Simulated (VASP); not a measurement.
Input of a VASP 6.6.1 run:

INCAR

```
PREC     = Accurate       # precision mode
ENCUT    = 520            # plane-wave cutoff, eV
EDIFF    = 1E-7           # SCF threshold, eV
ISMEAR   = 0              # smearing method
SIGMA    = 0.02           # smearing width, eV
LREAL    = Auto         
LASPH    = T              # aspherical terms in the spheres
NELM     = 80             # most SCF steps
ALGO     = Normal         # electronic algorithm
ISIF     = 2              # what is computed and relaxed
LWAVE    = F              # write WAVECAR
LCHARG   = F              # write CHGCAR
GGA      = CA             # functional
NBANDS   = 114            # bands
NELECT   = 192.0
```

The input KPOINTS:

```
regular mesh
0
Gamma
  3 3 3
```

File POSCAR:

```
Ti8HO16
1.0
   -4.5481520261      4.5481520261      0.0000000000
    4.5481520261      4.5481520261      0.0000000000
    0.0000000000     -4.5481520261     -5.8342651417
Ti O H
8 16 1
Direct
    0.2348236189      0.7482220248      0.5003229934
    1.0191092186      0.5124772972      1.0115662996
    0.7576081852      0.2509109625      0.4884349495
    0.4845624837     -0.0020883554      0.9996782557
    0.6251071808      0.6286459808      0.2500938789
    0.3975044532      0.3821309565      0.7500013958
    0.1251031920      0.1285481076      0.2499036236
    0.8509845578      0.8556515083      0.7500037955
    0.1147140571      0.8211341551      0.2513519637
    0.8607237811      0.5622238646      0.7499976250
    0.6133594629      0.3197859429      0.2486467387
    0.3338541110      0.0773668622      0.7500036241
    0.7019619223      0.4829819950     -0.0009548760
    0.4529080397      0.2339338290      0.5009518644
    0.1929842888     -0.0189639914      0.0005016913
    0.9424831923      0.7305349121      0.4994975253
    0.5512421755      0.7654773186      0.5003079101
    0.3086027161      0.5167457145      1.0005666281
    0.0580326657      0.2661772032      0.4994313644
    0.8009294287      0.0151665563      0.9996923106
    0.1384351017      0.4295893975      0.2504377097
    0.9347939443      0.1646119055      0.7500032813
    0.6379934907      0.9291541627      0.2495606498
    0.3903450973      0.6824441724      0.7500003674
    0.0940484424      0.1344934405      0.7500092803
```

Potentials or basis: VASP PAW LDA potentials, release 64 (Ti_sv, O, H).

The run is started by

```bash
$ cat potpaw_LDA.64/Ti_sv/POTCAR potpaw_LDA.64/O/POTCAR potpaw_LDA.64/H/POTCAR > POTCAR
$ mpirun -np 1 vasp_std > vasp.out
```

Question: Estimate the largest force.

Answer: 0.242 eV/Å.

Forces on the atoms (eV/Å):
```
Ti   0.019  0.064 -0.105
Ti   0.022 -0.030 -0.003
Ti   0.022 -0.030  0.002
Ti   0.020  0.064  0.096
Ti   0.024  0.039  0.007
Ti  -0.012 -0.080  0.002
Ti   0.024  0.037  0.000
Ti  -0.064 -0.010  0.000
O    0.051  0.060 -0.043
O   -0.007 -0.006  0.001
O    0.048  0.062  0.041
O   -0.206  0.127 -0.001
O   -0.046  0.052 -0.039
O   -0.048  0.054  0.041
O   -0.009  0.013  0.035
O   -0.009  0.011 -0.035
O    0.029 -0.046  0.061
O   -0.022 -0.030  0.049
O   -0.024 -0.028 -0.050
O    0.028 -0.044 -0.061
O   -0.050 -0.024  0.014
O    0.121 -0.112  0.000
O   -0.050 -0.024 -0.010
O   -0.066 -0.040 -0.002
H    0.206 -0.081  0.000
```

Caveat: the cell carries a net charge on a neutralising background, which shifts energy and pressure.
